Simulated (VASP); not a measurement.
A run of VASP 6.6.1:

INCAR

```
PREC = Accurate
ENCUT = 520
EDIFF = 1E-6
ISMEAR = 0
SIGMA = 0.1
LREAL = False
LASPH = True
NELM = 100
ALGO = Normal
ISIF = 2
LWAVE = False
LCHARG = False
GGA = PE
NBANDS = 11
```

File KPOINTS:

```
regular mesh
0
Gamma
  7 7 7
```

POSCAR

```
BAs
1.0
    0.0000000000      2.3885000000      2.3885000000
    2.3885000000      0.0000000000      2.3885000000
    2.3885000000      2.3885000000      0.0000000000
As B
1 1
Direct
    0.7500000000      0.7500000000      0.7500000000
    0.0000000000      0.0000000000      0.0000000000
```

Potentials or basis: VASP PAW PBE potentials, release 64 (As, B).

Launch:

```bash
$ cat potpaw_PBE.64/As/POTCAR potpaw_PBE.64/B/POTCAR > POTCAR
$ mpirun -np 1 vasp_std > vasp.out
```

Hardware: 1 thread of Intel(R) Xeon(R) Platinum 8259CL CPU @ 2.50GHz (Skylake/Cascade Lake) (shared host).

Estimate the wall time of this run.

Wall time 9.1 s on 1 thread of Intel(R) Xeon(R) Platinum 8259CL CPU @ 2.50GHz (Skylake/Cascade Lake), with other jobs on the host, peak memory 0.15 GiB. Counts: scf iterations 12, k points 20.
